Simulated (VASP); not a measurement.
# Se (Pm-3n) in VASP: further runs, part 2 of 2

VASP 6.6.1.

### Step 3. Relaxation of cell and atoms, PBEsol

This run uses another cell than the first one, of 19.65 Å³/atom, 1.003 times its volume.

Contents of INCAR:

```
ALGO     = Normal         # electronic algorithm
EDIFF    = 1E-7           # SCF threshold, eV
EDIFFG   = -0.01          # ionic threshold
ENCUT    = 600            # plane-wave cutoff, eV
GGA      = PS             # functional
IBRION   = 2              # ionic algorithm
ISIF     = 3              # what is computed and relaxed
ISMEAR   = 0              # smearing method
LASPH    = T              # aspherical terms in the spheres
LCHARG   = F              # write CHGCAR
LREAL    = F              # projectors in reciprocal space
LWAVE    = F              # write WAVECAR
NELM     = 100            # most SCF steps
NSW      = 100            # ionic steps
PREC     = Accurate       # precision mode
SIGMA    = 0.1            # smearing width, eV
```

Contents of KPOINTS:

```
k-points
0
Gamma
  8 8 8
```

Contents of POSCAR:

```
Se
1.0
    5.3970997000      0.0000000000      0.0000000000
    0.0000000000      5.3970997000      0.0000000000
    0.0000000000      0.0000000000      5.3970997000
Se
8
Direct
    0.5000000000      0.5000000000      0.5000000000
    0.0000000000      0.0000000000      0.0000000000
    0.2500000000      0.0000000000      0.5000000000
    0.5000000000      0.2500000000      0.0000000000
    0.5000000000      0.7500000000      0.0000000000
    0.7500000000      0.0000000000      0.5000000000
    0.0000000000      0.5000000000      0.7500000000
    0.0000000000      0.5000000000      0.2500000000
```

Potentials or basis: VASP PAW PBE potentials, release 64 (Se).

Launch:

```sh
$ cat potpaw_PBE.64/Se/POTCAR > POTCAR
$ mpirun -np 1 vasp_std > vasp.out
```

OUTCAR:

```text
EDIFF = 1E-7
   EDIFFG = -0.01
   ENCUT = 600
   GGA = PS
   IBRION = 2
   ISIF = 3
   ISMEAR = 0
   LASPH = T
   LREAL = F
   NELM = 100
   NSW = 100
   PREC = Accurate

 ion  position               nearest neighbor table
   1  0.500  0.500  0.500-
   2  0.000  0.000  0.000-
   3  0.250  0.000  0.500-   6 2.70   6 2.70
   4  0.500  0.250  0.000-   5 2.70   5 2.70
   5  0.500  0.750  0.000-   4 2.70   4 2.70
   6  0.750  0.000  0.500-   3 2.70   3 2.70
   7  0.000  0.500  0.750-   8 2.70   8 2.70
   8  0.000  0.500  0.250-   7 2.70   7 2.70

  LATTYP: Found a simple cubic cell.
 ALAT       =     5.3970997000

  Lattice vectors:

 A1 = (   5.3970997000,   0.0000000000,   0.0000000000)
 A2 = (   0.0000000000,   5.3970997000,   0.0000000000)
 A3 = (   0.0000000000,   0.0000000000,   5.3970997000)

Analysis of symmetry for initial positions (statically):
=====================================================================
 Subroutine PRICEL returns:
 Original cell was already a primitive cell.

 Routine SETGRP: Setting up the symmetry group for a
 simple cubic supercell.

 Subroutine GETGRP returns: Found 48 space group operations
 (whereof 24 operations were pure point group operations)
 out of a pool of 48 trial point group operations.

The static configuration has the point symmetry T_h .
 The point group associated with its full space group is O_h .

Analysis of symmetry for dynamics (positions and initial velocities):
=====================================================================
 Subroutine PRICEL returns:
 Original cell was already a primitive cell.

 Routine SETGRP: Setting up the symmetry group for a
 simple cubic supercell.

[... 198 lines left out ...]
 -----------------------------------------------------------------------------------
    total drift:                                0.000000     -0.000000      0.000000

  FREE ENERGIE OF THE ION-ELECTRON SYSTEM (eV)
  ---------------------------------------------------
  free  energy   TOTEN  =       -25.6866684571 eV

  energy  without entropy=      -25.6369284572  energy(sigma->0) =      -25.66179846

--------------------------------------- Ionic step        2  -------------------------------------------

 number of electron      47.9999987 magnetization

 Free energy of the ion-electron system (eV)
  ---------------------------------------------------
  ext. energy  EPLUGINS =         0.00000000
  ---------------------------------------------------
  free energy    TOTEN  =       -25.68679579 eV

  energy without entropy =      -25.63738658  energy(sigma->0) =      -25.66209118

 E-fermi :   5.6787     XC(G=0): -10.8875

 val. band max:        5.6747498858   @ k =   0.3750   0.2500   0.0000
 cond. band min:       5.6878075865   @ k =   0.2500   0.2500   0.2500
 fundamental gap:      0.0130577007
 Fermi energy:         5.6787235303

 k-point     1 :       0.0000    0.0000    0.0000
  band No.  band energies     occupation
      1     -10.7184      2.00000
      2      -7.8798      2.00000
      3      -7.8798      2.00000
      4      -7.7121      2.00000
      5      -5.9302      2.00000
      6      -5.9302      2.00000
[... 757 lines left out ...]
     28       6.3840      0.00000
     29       6.7565      0.00000

 [... further k-points ...]

------------------------ aborting loop because EDIFF is reached ----------------------------------------

  FORCE on cell =-STRESS in cart. coord.  units (eV):
  Direction    XX          YY          ZZ          XY          YZ          ZX
  --------------------------------------------------------------------------------------
  -------------------------------------------------------------------------------------
  Total        0.0625862      0.0625862      0.0625862      0.0000000     -0.0000000      0.0000000
  in kB        0.6395950      0.6395950      0.6395950      0.0000000     -0.0000000      0.0000000
  external PRESSURE =       0.6395950 kB  Pullay stress =       0.0000000 kB

 VOLUME and BASIS-vectors are now :
 -----------------------------------------------------------------------------
  energy-cutoff  :      600.00
  volume of cell :      156.78
      direct lattice vectors                 reciprocal lattice vectors
     5.392142373  0.000000000  0.000000000     0.185455044 -0.000000000  0.000000000
     0.000000000  5.392142373  0.000000000    -0.000000000  0.185455044  0.000000000
    -0.000000000 -0.000000000  5.392142373    -0.000000000 -0.000000000  0.185455044

 POSITION                                       TOTAL-FORCE (eV/Angst)
 -----------------------------------------------------------------------------------
      2.69607      2.69607      2.69607        -0.000000      0.000000      0.000000
     -0.00000     -0.00000      5.39214        -0.000000      0.000000      0.000000
      1.34804      5.39214      2.69607        -0.000000     -0.000000     -0.000000
      2.69607      1.34804      5.39214        -0.000000      0.000000      0.000000
      2.69607      4.04411      0.00000         0.000000     -0.000000     -0.000000
      4.04411      5.39214      2.69607         0.000000      0.000000     -0.000000
      0.00000      2.69607      4.04411         0.000000     -0.000000      0.000000
      5.39214      2.69607      1.34804        -0.000000      0.000000     -0.000000
 -----------------------------------------------------------------------------------
    total drift:                                0.000000     -0.000000      0.000000

  FREE ENERGIE OF THE ION-ELECTRON SYSTEM (eV)
  ---------------------------------------------------
  free  energy   TOTEN  =       -25.6867957904 eV

  energy  without entropy=      -25.6373865774  energy(sigma->0) =      -25.66209118

 reached required accuracy - stopping structural energy minimisation
```

OSZICAR:

```text
N       E                     dE             d eps       ncg     rms          rms(c)
DAV:   1     0.273007382642E+03    0.27301E+03   -0.22805E+04  2030   0.164E+03
DAV:   2    -0.452333610433E+01   -0.27753E+03   -0.27009E+03  2648   0.232E+02
DAV:   3    -0.246092212378E+02   -0.20086E+02   -0.19356E+02  2263   0.662E+01
[... 15 lines left out ...]
DAV:   2    -0.256870226610E+02    0.57648E-03   -0.10751E-03  2121   0.155E-01    0.700E-02
DAV:   3    -0.256867965734E+02    0.22609E-03   -0.55955E-04  2110   0.987E-02    0.170E-02
DAV:   4    -0.256867954538E+02    0.11197E-05   -0.22173E-05  2640   0.210E-02    0.124E-02
DAV:   5    -0.256867957590E+02   -0.30523E-06   -0.63131E-07  2278   0.454E-03    0.501E-03
DAV:   6    -0.256867957904E+02   -0.31363E-07   -0.22874E-07  1542   0.275E-03
   2 F= -.25686796E+02 E0= -.25662091E+02  d E =-.127333E-03
```

Run time: 5.4 min. Hardware: 1 thread of Intel Xeon Platinum 8259CL at 2.50GHz (Skylake/Cascade Lake), shared host; peak memory 0.4 GiB.

Results:

```yaml
Free_energy: -25.6868 eV
Relaxed_volume: 19.60 Å³/atom
Relaxed_cell: a = 5.392 Å, b = 5.392 Å, c = 5.392 Å, α = 90.00°, β = 90.00°, γ = 90.00°
Space_group_after_relaxing_to_0.05_Å: Pm-3n (No. 223)
Energy_gained_by_relaxing: 0.0 meV/atom
Ionic_steps: 2
Pressure_after_relaxing: 0.1 GPa
```

Step by step:
| step | energy change (eV) | largest force (eV/Å) | pressure (GPa) | volume (Å³) |
| --- | --- | --- | --- | --- |
| 1 | 0.0000 | 0.0000 | -0.16 | 157.21 |
| 2 | -0.0001 | 0.0000 | 0.06 | 156.78 |

Final structure:
```
Se
1.0
     5.39214    0.00000    0.00000
     0.00000    5.39214    0.00000
     0.00000    0.00000    5.39214
Se
8
Cartesian
  2.6961 2.6961 2.6961
  0.0000 0.0000 5.3921
  1.3480 5.3921 2.6961
  2.6961 1.3480 5.3921
  2.6961 4.0441 0.0000
  4.0441 5.3921 2.6961
  0.0000 2.6961 4.0441
  5.3921 2.6961 1.3480
```

Caveat: the bands computed are all filled at some k points, so no gap is given; the PAW data sets were made with another functional, which shifts forces and pressure a little.

### Step 4. Single point, PBEsol

This run uses another cell than the first one, of 26.73 Å³/atom, 1.365 times its volume.

Contents of INCAR:

```
SYSTEM = Se
  PREC = Accurate
  ENCUT = 520
  EDIFF = 1E-6
  ISMEAR = 0
  SIGMA = 0.1
  LREAL = .FALSE.
  LASPH = .TRUE.
  NELM = 100
  ALGO = Normal
  ISIF = 2
  LWAVE = .FALSE.
  LCHARG = .TRUE.
  GGA = PS
  LELF = .TRUE.
  LVHAR = .TRUE.
  NBANDS = 34
```

Contents of KPOINTS:

```
Automatic mesh
0
G
  4 4 4
  0 0 0
```

POSCAR, as its differences from that of step 3:

```diff
@@ -2,5 +2,5 @@
 1.0
-    5.3970997000      0.0000000000      0.0000000000
-    0.0000000000      5.3970997000      0.0000000000
-    0.0000000000      0.0000000000      5.3970997000
+    5.9801658726      0.0000000000      0.0000000000
+    0.0000000000      5.9801658726      0.0000000000
+    0.0000000000      0.0000000000      5.9801658726
 Se
```

Launch:

```sh
$ cat potpaw_PBE.64/Se/POTCAR > POTCAR
$ mpirun -np 1 vasp_std > vasp.out
```

Run time: 84 s. Hardware: 1 thread of Intel Xeon Platinum 8259CL at 2.50GHz (Skylake/Cascade Lake), shared host; peak memory 0.32 GiB.

It converged, with:

```
Free energy            : -22.9132 eV
Pressure               : -11.9 GPa
Band gap on the k mesh : zero (band 24 reaches 2.48 eV, above the bottom of band 25 at 1.84 eV)
```

Levels at points of the mesh, in eV from the Fermi level:
```csv
k point,band 20,band 21,band 22,band 23,band 24,band 25,band 26,band 27,band 28,band 29
"(0.00, 0.00, 0.00)",-1.41,-0.12,-0.12,-0.12,0.16,0.16,0.16,0.99,0.99,0.99
"(0.50, 0.00, 0.00)",-1.07,-0.85,-0.85,-0.49,-0.49,0.11,0.11,0.96,0.96,1.16
"(0.50, 0.50, 0.00)",-0.92,-0.86,-0.40,-0.24,-0.24,0.19,0.19,0.27,0.28,0.41
"(0.50, 0.50, 0.50)",-0.63,-0.63,-0.63,-0.48,-0.48,-0.48,-0.48,-0.16,-0.16,-0.16
```

Caveat: the PAW data sets were made with another functional, which shifts forces and pressure a little.

### Step 5. Single point, PBEsol

This run uses another cell than the first one, of 19.65 Å³/atom, 1.003 times its volume.

Contents of INCAR:

```
SYSTEM = Se
PREC = Accurate ; ENCUT = 520
EDIFF = 1E-6 ; ISMEAR = 0
SIGMA = 0.1 ; LREAL = .FALSE.
LASPH = .TRUE. ; NELM = 100
ALGO = Normal ; ISIF = 2
LWAVE = .FALSE. ; LCHARG = .TRUE.
GGA = PS ; LELF = .TRUE.
LVHAR = .TRUE. ; NBANDS = 34
```

Contents of KPOINTS:

```
regular mesh
0
G
  4 4 4
  0 0 0
```

POSCAR, as its differences from that of step 4:

```diff
@@ -2,5 +2,5 @@
 1.0
-    5.9801658726      0.0000000000      0.0000000000
-    0.0000000000      5.9801658726      0.0000000000
-    0.0000000000      0.0000000000      5.9801658726
+    5.3970997000      0.0000000000      0.0000000000
+    0.0000000000      5.3970997000      0.0000000000
+    0.0000000000      0.0000000000      5.3970997000
 Se
```

Launch:

```sh
$ cat potpaw_PBE.64/Se/POTCAR > POTCAR
$ mpirun -np 1 vasp_std > vasp.out
```

Wall time 53 s (1 thread of Intel Xeon Platinum 8259CL at 2.50GHz (Skylake/Cascade Lake), shared host); peak memory 0.24 GiB.

It converged, with:

```yaml
Free_energy: -25.7071 eV
Pressure: 0.3 GPa
Band_gap_on_the_k_mesh: zero (band 24 reaches 5.77 eV, above the bottom of band 25 at 4.79 eV)
```

Levels at points of the mesh, in eV from the Fermi level:
| k point | band 22 | band 23 | band 24 | band 25 | band 26 | band 27 |
| --- | --- | --- | --- | --- | --- | --- |
| (0.00, 0.00, 0.00) | -0.24 | -0.24 | 0.09 | 0.09 | 0.09 | 1.69 |
| (0.50, 0.00, 0.00) | -1.20 | -0.49 | -0.49 | 0.21 | 0.21 | 1.58 |
| (0.50, 0.50, 0.00) | -0.64 | -0.24 | -0.24 | 0.37 | 0.37 | 0.49 |
| (0.50, 0.50, 0.50) | -1.06 | -0.89 | -0.89 | -0.89 | -0.89 | -0.39 |

Caveat: the PAW data sets were made with another functional, which shifts forces and pressure a little.

### Step 6. Overview

```csv
task,cell,k mesh,cutoff (eV),gap on the mesh (eV),pressure (GPa)
single point,"a = 5.391 Å, 8 atoms",8 × 8 × 8,520,none,0.1
relaxation of cell and atoms,"relaxed from a = 5.397 Å, 8 atoms",8 × 8 × 8,600,-,0.1
single point,"a = 5.980 Å, 8 atoms",4 × 4 × 4,520,none,-11.9
single point,"a = 5.397 Å, 8 atoms",4 × 4 × 4,520,none,0.3
```

Alike in all rows: level PBEsol; potentials or basis VASP PAW PBE potentials, release 64 (Se); no spin polarisation; smearing gaussian 0.1 eV.

Caveats: the PAW data sets were made with another functional, which shifts forces and pressure a little; the bands computed are all filled at some k points, so no gap is given (some runs).

Absolute energies hang on the potentials; compare differences alone.
